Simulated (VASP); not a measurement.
Si23C25 (a cell with a defect) (Moissanite): single point with PBE

The system is Si23C25 (a cell with a defect) (Moissanite).

```
CELL_PARAMETERS angstrom
6.15200 0.00000 0.00000
-4.61400 7.99168 0.00000
0.00000 0.00000 10.09600
ATOMIC_POSITIONS crystal
C 0.16659 0.22302 0.00304
C 0.16659 0.22245 0.16934
C 0.16663 0.22221 0.68774
C 0.16641 0.55621 0.19055
C 0.16879 0.55534 0.69199
C 0.16552 0.88813 0.19033
C 0.16692 0.89020 0.69161
C 0.66749 0.22332 0.19011
C 0.66534 0.22044 0.69265
C 0.66742 0.55539 0.19079
C 0.66354 0.55405 0.69135
C 0.66666 0.88837 0.19050
C 0.66889 0.89103 0.69107
C 0.33228 0.11199 0.43682
C 0.31538 0.12229 0.94684
C 0.33178 0.44265 0.43691
C 0.31424 0.41891 0.94745
C 0.33379 0.77820 0.44106
C 0.33930 0.78262 0.94049
C 0.83584 0.11223 0.43681
C 0.86899 0.12326 0.94698
C 0.83368 0.44447 0.44163
C 0.83558 0.44596 0.93998
C 0.83265 0.77716 0.44113
C 0.82610 0.77242 0.94035
Si 0.16665 0.22226 0.50076
Si 0.16694 0.55268 0.00326
Si 0.16790 0.55511 0.50262
Si 0.16149 0.89044 0.00300
Si 0.16681 0.88994 0.50233
Si 0.66980 0.22560 0.00341
Si 0.66601 0.22129 0.50185
Si 0.65952 0.54873 0.00349
Si 0.66431 0.55432 0.50240
Si 0.67563 0.89317 0.00321
Si 0.66838 0.89043 0.50209
Si 0.33172 0.11226 0.24664
Si 0.32980 0.11311 0.75562
Si 0.33160 0.44232 0.24718
Si 0.32975 0.43957 0.75591
Si 0.33363 0.77817 0.25257
Si 0.33529 0.77933 0.75242
Si 0.83656 0.11234 0.24688
Si 0.84002 0.11337 0.75564
Si 0.83364 0.44459 0.25339
Si 0.83360 0.44443 0.75237
Si 0.83289 0.77738 0.25299
Si 0.83165 0.77682 0.75245
```

* Program: VASP 6.6.1
* Task: single point
* Functional: PBE
* Potentials or basis: VASP PAW PBE potentials, release 64 (C, Si)
* Cutoff: 520 eV
* k mesh: 4 × 3 × 2
* Occupations: fermi-dirac, width 0.01 eV
* Spin: no spin polarisation

The pressure is -1.0 GPa. The largest force is 0.018 eV/Å and the band gap on the k mesh is 2.34 eV.

Forces on the atoms (eV/Å):
```
C   -0.005  0.017 -0.002
C    0.002 -0.010  0.007
C   -0.004  0.006  0.003
C   -0.002  0.002  0.000
C    0.000  0.004 -0.008
C    0.009 -0.001 -0.002
C    0.005 -0.001  0.000
C   -0.002  0.002 -0.001
C   -0.002  0.001  0.007
C   -0.005  0.001 -0.004
C   -0.002  0.001 -0.008
C    0.007 -0.005 -0.007
C    0.004 -0.002  0.001
C   -0.005  0.004  0.006
C    0.012 -0.008 -0.008
C    0.001 -0.004  0.001
C    0.006  0.002  0.009
C    0.000  0.001  0.001
C   -0.002  0.000 -0.004
C   -0.006 -0.001  0.005
C   -0.012 -0.007  0.001
C    0.001 -0.002 -0.008
C   -0.004 -0.001 -0.011
C   -0.003  0.003  0.000
C    0.002  0.002 -0.006
Si  -0.001  0.000 -0.001
Si  -0.005  0.003  0.006
Si  -0.001 -0.003  0.002
Si   0.002 -0.003  0.001
Si   0.001 -0.003  0.001
Si   0.002  0.003  0.002
Si  -0.002 -0.002  0.001
Si   0.006  0.003  0.003
Si   0.002  0.000  0.003
Si   0.000 -0.003  0.002
Si   0.002 -0.002  0.001
Si   0.005  0.000  0.005
Si   0.004 -0.005 -0.004
Si  -0.001  0.004  0.005
Si   0.000 -0.002 -0.003
Si  -0.001  0.001  0.000
Si   0.001  0.001  0.000
Si  -0.005 -0.001  0.005
Si  -0.001 -0.003 -0.003
Si   0.000  0.002  0.001
Si  -0.001  0.005  0.004
Si   0.001  0.001  0.001
Si   0.000  0.002  0.001
```

Stress tensor (GPa, compression positive):
```
-0.82 -0.05 -0.01
-0.05 -1.13  0.04
-0.01  0.04 -1.03
```

Levels at points of the mesh, in eV from the valence-band top:
```
           k point  band 94  band 95  band 96  band 97  band 98  band 99
(0.00, 0.00, 0.00)    -0.15    -0.03     0.00     2.39     2.88     3.15
(0.50, 0.00, 0.00)    -1.03    -0.68    -0.59     2.54     2.61     3.25
(0.00, 0.00, 0.50)    -0.28    -0.22    -0.18     2.43     3.02     3.08
(0.50, 0.00, 0.50)    -1.03    -0.96    -0.89     3.09     3.41     3.59
```

Run time: 18 min on 1 thread of Intel(R) Xeon(R) 6975P-C (Granite Rapids), on a shared host, peak memory 0.87 GiB.
